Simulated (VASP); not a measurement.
# ZnS (R3m) in VASP: further runs, part 2 of 2

VASP 6.6.1. Earlier steps stand in the parts before.

## (3) Single point, PBEsol

This run uses another cell than the first one, of 20.34 Å³/atom.

INCAR reads:

```
SYSTEM = ZnS
PREC     = Accurate       ! precision mode
ENCUT    = 520            ! plane-wave cutoff, eV
EDIFF    = 1E-6           ! SCF threshold, eV
ISMEAR   = 0              ! smearing method
SIGMA    = 0.01           ! smearing width, eV
LREAL    = .FALSE.        ! projectors in reciprocal space
LASPH    = .TRUE.         ! aspherical terms in the spheres
NELM     = 100            ! most SCF steps
ALGO     = Normal         ! electronic algorithm
ISIF     = 2              ! what is computed and relaxed
LWAVE    = .FALSE.        ! write WAVECAR
LCHARG   = .FALSE.        ! write CHGCAR
GGA      = PS             ! functional
NBANDS   = 36             ! bands
```

KPOINTS reads:

```
Automatic mesh
0
G
  6 6 6
  0 0 0
```

POSCAR reads:

```
ZnS
1.0
    1.9281142798      1.1131977502      9.4750140602
   -1.9281142798      1.1131977502      9.4750140602
    0.0000000000     -2.2263944872      9.4750140602
Zn S
3 3
Direct
    0.9999710000      0.9999710000      0.9999710000
    0.2222690000      0.2222690000      0.2222690000
    0.4446130000      0.4446130000      0.4446130000
    0.0832670000      0.0832670000      0.0832670000
    0.5278420000      0.5278420000      0.5278420000
    0.3053630000      0.3053630000      0.3053630000
```

Potentials or basis: VASP PAW PBE potentials, release 64 (Zn, S).

Started as:

```console
$ cat potpaw_PBE.64/Zn/POTCAR potpaw_PBE.64/S/POTCAR > POTCAR
$ mpirun -np 1 vasp_std > vasp.out
```

OUTCAR:

```text
SYSTEM = ZnS
   PREC = Accurate
   ENCUT = 520
   EDIFF = 1E-6
   ISMEAR = 0
   LREAL = .FALSE.
   LASPH = .TRUE.
   NELM = 100
   ISIF = 2
   GGA = PS

 ion  position               nearest neighbor table
   1  1.000  1.000  1.000-   6 2.36   6 2.36   6 2.36   4 2.37
   2  0.222  0.222  0.222-   6 2.36   5 2.36   5 2.36   5 2.36
   3  0.445  0.445  0.445-   4 2.36   4 2.36   4 2.36   5 2.37
   4  0.083  0.083  0.083-   3 2.36   3 2.36   3 2.36   1 2.37
   5  0.528  0.528  0.528-   2 2.36   2 2.36   2 2.36   3 2.37
   6  0.305  0.305  0.305-   2 2.36   1 2.36   1 2.36   1 2.36

[... 1142 lines left out ...]
  -------------------------------------------------------------------------------------
  Total       -2.8459031     -2.8459037     -2.8774861      0.0000000     -0.0000001      0.0000000
  in kB      -37.3675492    -37.3675569    -37.7822436      0.0000000     -0.0000013      0.0000000
  external PRESSURE =     -37.5057832 kB  Pullay stress =       0.0000000 kB

 VOLUME and BASIS-vectors are now :
 -----------------------------------------------------------------------------
  energy-cutoff  :      520.00
  volume of cell :      122.02
      direct lattice vectors                 reciprocal lattice vectors
     1.928114280  1.113197750  9.475014060     0.259320729  0.149718877  0.035180241
    -1.928114280  1.113197750  9.475014060    -0.259320729  0.149718877  0.035180241
     0.000000000 -2.226394487  9.475014060     0.000000000 -0.299437754  0.035180258

 POSITION                                       TOTAL-FORCE (eV/Angst)
 -----------------------------------------------------------------------------------
      0.00000      0.00000     28.42422         0.000000     -0.000000     -0.004256
      0.00000      0.00000      6.31801         0.000000     -0.000000     -0.005011
      0.00000      0.00000     12.63814         0.000000     -0.000000     -0.017546
      0.00000      0.00000      2.36687         0.000000      0.000000      0.010555
      0.00000      0.00000     15.00393         0.000000      0.000000      0.004092
      0.00000      0.00000      8.67996         0.000000      0.000000      0.012166
 -----------------------------------------------------------------------------------
    total drift:                                0.000000      0.000002     -0.000607

  FREE ENERGIE OF THE ION-ELECTRON SYSTEM (eV)
  ---------------------------------------------------
  free  energy   TOTEN  =       -22.6746334335 eV

  energy  without entropy=      -22.6746334335  energy(sigma->0) =      -22.67463343
```

OSZICAR:

```text
N       E                     dE             d eps       ncg     rms          rms(c)
DAV:   1     0.407979687860E+03    0.40798E+03   -0.25203E+04  2304   0.179E+03
DAV:   2     0.265730169132E+02   -0.38141E+03   -0.36651E+03  2304   0.397E+02
DAV:   3    -0.219572665937E+02   -0.48530E+02   -0.47932E+02  2604   0.136E+02
DAV:   4    -0.238549017959E+02   -0.18976E+01   -0.18903E+01  2732   0.268E+01
DAV:   5    -0.238829471914E+02   -0.28045E-01   -0.28033E-01  2768   0.332E+00    0.109E+01
DAV:   6    -0.226700996087E+02    0.12128E+01   -0.28440E+00  3308   0.423E+01    0.848E+00
DAV:   7    -0.226976656978E+02   -0.27566E-01   -0.22711E+00  2536   0.727E+00    0.351E+00
DAV:   8    -0.226748837929E+02    0.22782E-01   -0.92432E-02  3036   0.306E+00    0.842E-01
DAV:   9    -0.226742511098E+02    0.63268E-03   -0.24424E-02  3076   0.211E+00    0.255E-01
DAV:  10    -0.226744263653E+02   -0.17526E-03   -0.15529E-03  3244   0.489E-01    0.162E-01
DAV:  11    -0.226746553316E+02   -0.22897E-03   -0.47674E-04  2572   0.418E-01    0.113E-01
DAV:  12    -0.226746307391E+02    0.24592E-04   -0.17557E-04  2840   0.366E-01    0.238E-02
DAV:  13    -0.226746301342E+02    0.60492E-06   -0.36046E-05  3080   0.607E-02    0.116E-02
DAV:  14    -0.226746330973E+02   -0.29632E-05   -0.66957E-06  2540   0.354E-02    0.678E-03
DAV:  15    -0.226746334335E+02   -0.33619E-06   -0.18863E-06  2004   0.305E-02
   1 F= -.22674633E+02 E0= -.22674633E+02  d E =-.749646E-55
```

stdout:

```text
POSCAR found type information on POSCAR ZnS
 POSCAR found :  2 types and       6 ions
 scaLAPACK will be used
 -----------------------------------------------------------------------------
|                                                                             |
|                                                                             |
|     You enforced a specific xc type in the INCAR file but a different       |
|     I HOPE YOU KNOW WHAT YOU ARE DOING!                                     |
|                                                                             |
 -----------------------------------------------------------------------------

 LDA part: xc-table for (Slater+PW92), standard interpolation
 POSCAR, INCAR and KPOINTS ok, starting setup
 FFT: planning ... GRIDC
 FFT: planning ... GRID_SOFT
 FFT: planning ... GRID
 WAVECAR not read
 entering main loop
```

Wall time 13 min (1 thread of Intel Xeon Platinum 8488C (Sapphire Rapids), shared host); peak memory 0.71 GiB.

What came out:

* Free energy: -22.6746 eV
* Pressure: -3.8 GPa
* Largest force: 0.018 eV/Å
* Band gap on the k mesh: 1.89 eV

Forces on the atoms (eV/Å):
```
Zn   0.000  0.000 -0.004
Zn   0.000  0.000 -0.005
Zn   0.000  0.000 -0.018
S    0.000  0.000  0.011
S    0.000  0.000  0.004
S    0.000  0.000  0.012
```

Levels at points of the mesh, in eV from the valence-band top:
```
           k point  band 24  band 25  band 26  band 27  band 28  band 29  band 30  band 31
(0.00, 0.00, 0.00)    -0.65    -0.05     0.00     0.00     1.89     3.13     3.27     6.26
(0.50, 0.00, 0.00)    -1.86    -1.84    -1.24    -0.84     3.20     3.76     3.92     4.75
(0.50, 0.50, 0.00)    -1.80    -1.22    -1.21    -1.21     3.19     3.54     4.11     4.81
(0.50, 0.50, 0.50)    -0.24    -0.24    -0.23    -0.23     2.99     3.03     3.17     6.14
```

Caveat: the cell stands under tension; the PAW data sets were made with another functional, which shifts forces and pressure a little. A k mesh can miss the band edges.

## (4) Single point, PBEsol

This run uses another cell than the first one, of 20.73 Å³/atom.

INCAR reads:

```
SYSTEM = ZnS
  PREC = Accurate
  ENCUT = 520
  EDIFF = 1E-6
  ISMEAR = 0
  SIGMA = 0.01
  LREAL = .FALSE.
  LASPH = .TRUE.
  NELM = 80
  ALGO = Normal
  ISIF = 2
  LWAVE = .FALSE.
  LCHARG = .TRUE.
  GGA = PS
  LELF = .TRUE.
  LVHAR = .TRUE.
  NBANDS = 36
```

KPOINTS reads:

```
regular mesh
0
G
  6 6 6
  0 0 0
```

POSCAR, as its differences from that of step 3:

```diff
@@ -2,5 +2,5 @@
 1.0
-    1.9281142798      1.1131977502      9.4750140602
-   -1.9281142798      1.1131977502      9.4750140602
-    0.0000000000     -2.2263944872      9.4750140602
+    1.9403955936      1.1202883729      9.5353660954
+   -1.9403955936      1.1202883729      9.5353660954
+    0.0000000000     -2.2405757262      9.5353660954
 Zn S
```

Started as:

```console
$ cat potpaw_PBE.64/Zn/POTCAR potpaw_PBE.64/S/POTCAR > POTCAR
$ mpirun -np 1 vasp_std > vasp.out
```

Run time: 19 min. Hardware: 1 thread of Intel Xeon Platinum 8488C (Sapphire Rapids), shared host; peak memory 0.89 GiB.

Results (log left out):

| Quantity | Value |
| --- | --- |
| Free energy | -22.6118 eV |
| Pressure | -4.9 GPa |
| Largest force | 0.020 eV/Å |
| Band gap on the k mesh | 1.81 eV |

Forces on the atoms (eV/Å):
```
Zn   0.000  0.000 -0.006
Zn   0.000  0.000 -0.008
Zn   0.000  0.000 -0.020
S    0.000  0.000  0.013
S    0.000  0.000  0.006
S    0.000  0.000  0.014
```

Levels at points of the mesh, in eV from the valence-band top:
| k point | band 23 | band 24 | band 25 | band 26 | band 27 | band 28 | band 29 | band 30 | band 31 | band 32 |
| --- | --- | --- | --- | --- | --- | --- | --- | --- | --- | --- |
| (0.00, 0.00, 0.00) | -0.63 | -0.63 | -0.05 | 0.00 | 0.00 | 1.81 | 3.09 | 3.23 | 6.27 | 6.27 |
| (0.50, 0.00, 0.00) | -2.01 | -1.80 | -1.79 | -1.20 | -0.82 | 3.20 | 3.75 | 3.91 | 4.74 | 5.19 |
| (0.50, 0.50, 0.00) | -2.08 | -1.75 | -1.19 | -1.18 | -1.17 | 3.18 | 3.55 | 4.09 | 4.79 | 5.72 |
| (0.50, 0.50, 0.50) | -0.82 | -0.23 | -0.23 | -0.22 | -0.22 | 2.95 | 2.96 | 3.09 | 6.12 | 6.20 |

Caveat: the cell stands under tension; the PAW data sets were made with another functional, which shifts forces and pressure a little.

## (5) Summary

```tsv
cell	gap on the mesh (eV)	pressure (GPa)	largest force (eV/Å)
a = 9.670 Å, angles 22.9°, 6 atoms	1.97	-2.5	0.01
a = 9.733 Å, angles 22.9°, 6 atoms	1.89	-3.8	0.02
a = 9.795 Å, angles 22.9°, 6 atoms	1.81	-4.9	0.02
```

Alike in all rows: task single point; level PBEsol; potentials or basis VASP PAW PBE potentials, release 64 (Zn, S); no spin polarisation; k mesh 6 × 6 × 6; cutoff (eV) 520; smearing gaussian 0.01 eV.

Caveats: the PAW data sets were made with another functional, which shifts forces and pressure a little; the cell stands under tension (at least some runs).

Absolute energies hang on the potentials; compare differences alone.
